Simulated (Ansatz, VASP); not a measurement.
# ZrC: VASP beside Ansatz

The input INCAR:

```
SYSTEM = ZrC
PREC = Accurate ; ENCUT = 520
EDIFF = 1E-6 ; ISMEAR = -1
SIGMA = 0.03 ; LREAL = .False.
LASPH = .True. ; NELM = 100
ALGO = Normal ; ISIF = 2
LWAVE = .False. ; LCHARG = .False.
GGA = PE ; NBANDS = 15
```

The input KPOINTS:

```
Automatic mesh
0
Gamma
  11 11 11
  0 0 0
```

Contents of POSCAR:

```
ZrC
1.0
    0.0000000000      2.4936637911      2.4936637911
    2.4936637911      0.0000000000      2.4936637911
    2.4936637911      2.4936637911      0.0000000000
Zr C
1 1
Direct
    0.0000000000      0.0000000000      0.0000000000
    0.2500000000      0.2500000000      0.2500000000
```

Input for Ansatz:

```yaml
crystal:
  lattice:
    - [0.0, 2.4936637911, 2.4936637911]
    - [2.4936637911, 0.0, 2.4936637911]
    - [2.4936637911, 2.4936637911, 0.0]
  atoms:
    - { symbol: Zr, position: [0.0, 0.0, 0.0] }
    - { symbol: C, position: [0.25, 0.25, 0.25] }
kpoints:
  mp_grid: { grid: [11, 11, 11] }
scf:
  occupations: { method: fermi_dirac, width: 0.03 }
hamiltonian:
  xc: pbe
  pseudopotentials: { kind: all_electron, lapw: { basis_error: 0.001 } }
output:
  forces: true
  stress: true
  eigenvalues: true
```

Change from the starting cell: volume scaled by 0.9405.

Alike in both runs: task single point; functional PBE; k mesh 11 × 11 × 11; occupations fermi-dirac, width 0.03 eV; no spin polarisation.

```csv
,VASP,Ansatz
version,VASP 6.6.1,Ansatz 0.2.0
potentials or method,"VASP PAW PBE potentials, release 64 (Zr_sv, C), cutoff 520 eV","all-electron LAPW, scalar-relativistic"
```

VASP gave:

* pressure (GPa): 10.2

What did Ansatz give for the same quantities?

Pressure (GPa): 10.0.

Ansatz ran all-electron here, and VASP with PAW potentials.
